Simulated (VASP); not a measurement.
# BN: single point with PBE

Crystal: BN.

```
N B
1.0
     2.51942    0.00000    0.00000
    -1.25971    2.18188    0.00000
     0.00000    0.00000    4.16973
N B
2 2
Direct
  0.33333 0.66667 0.12528
  0.66667 0.33333 0.62528
  0.33333 0.66667 0.49972
  0.66667 0.33333 0.99972
```

```
Program                : VASP 6.6.1
Task                   : single point
Functional             : PBE
Potentials or basis    : VASP PAW PBE potentials, release 64 (N, B)
Cutoff                 : 520 eV
k mesh                 : 12 × 12 × 6
Occupations            : fermi-dirac, width 0.05 eV
Spin                   : no spin polarisation
Dipole correction      : no
Further INCAR settings : ALGO = Normal; EDIFF = 1e-07; NBANDS = 16
```

The pressure is 16.7 GPa, the largest force is 0.018 eV/Å and the band gap on the k mesh is 5.13 eV, indirect (least direct gap 8.43 eV).

Forces on the atoms (eV/Å):
```
N    0.000  0.000  0.018
N    0.000  0.000  0.018
B    0.000  0.000 -0.018
B    0.000  0.000 -0.018
```

Stress tensor (GPa, compression positive):
```
16.88  0.00  0.00
 0.00 16.88  0.00
 0.00  0.00 16.27
```

Levels at points of the mesh, in eV from the valence-band top:
```
           k point  band 4  band 5  band 6  band 7  band 8  band 9  band 10  band 11  band 12  band 13
(0.00, 0.00, 0.00)   -2.19   -2.19   -0.29    0.00    0.00    8.50     8.50     8.76     9.92    11.26
(0.50, 0.00, 0.00)   -7.99   -7.09   -5.14   -4.57   -2.18    6.83     8.06    10.77    11.78    13.26
(0.00, 0.00, 0.50)   -5.86   -1.21   -1.21   -1.21   -1.21    9.79     9.79    10.10    10.10    10.10
(0.50, 0.00, 0.50)  -10.28   -3.89   -3.89   -3.68   -3.68    6.70     6.70    10.25    10.25    14.58
```

Run time: 14 s on 1 thread of AMD EPYC 9R14 (Zen 4), on a shared host, peak memory 0.11 GiB.

A k mesh can miss the band edges. As with any semilocal functional, this PBE gap is likely too small.
